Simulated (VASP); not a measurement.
Here is a VASP 6.6.1 calculation.

The input INCAR:

```
  ALGO = Normal
  EDIFF = 1E-6
  EDIFFG = -0.005
  ENCUT = 600
  GGA = PE
  IBRION = 2
  ISIF = 3
  ISMEAR = -1
  LASPH = T
  LCHARG = F
  LREAL = F
  LWAVE = F
  NELM = 100
  NSW = 80
  PREC = Accurate
  SIGMA = 0.02
```

KPOINTS

```
k-points
0
Gamma
  6 6 6
```

POSCAR

```
SrTiO3
1.0
    3.9052800000      0.0000000000      0.0000000000
    0.0000000000      3.9052800000      0.0000000000
    0.0000000000      0.0000000000      3.9052800000
Sr Ti O
1 1 3
Direct
    0.5000000000      0.5000000000      0.5000000000
    0.0000000000      0.0000000000      0.0000000000
    0.5000000000      0.0000000000      0.0000000000
    0.0000000000      0.5000000000      0.0000000000
    0.0000000000      0.0000000000      0.5000000000
```

Potentials or basis: VASP PAW PBE potentials, release 64 (Sr_sv, Ti_sv, O).

Command:

```bash
$ cat potpaw_PBE.64/Sr_sv/POTCAR potpaw_PBE.64/Ti_sv/POTCAR potpaw_PBE.64/O/POTCAR > POTCAR
$ mpirun -np 1 vasp_std > vasp.out
```

**Question.** Estimate the band gap on the k mesh.

**Answer.** 1.81 eV (least direct gap 2.18 eV).

**Question.** Predict the relaxed volume.

**Answer.** 12.23 Å³/atom.

**Question.** Estimate the space group after relaxing (to 0.1 Å).

**Answer.** Pm-3m (No. 221).

**Question.** Estimate the relaxed cell.

**Answer.** a = 3.940 Å, b = 3.940 Å, c = 3.940 Å, α = 90.00°, β = 90.00°, γ = 90.00°.

Step by step:
```tsv
step	energy change (eV)	largest force (eV/Å)	pressure (GPa)	volume (Å³)
1	0.0000	0.0000	4.72	59.56
2	-0.0053	0.0000	-3.80	62.64
3	-0.0232	0.0000	-0.01	61.17
```

A k mesh can miss the band edges. Zero-point motion and thermal expansion aren't in these numbers.
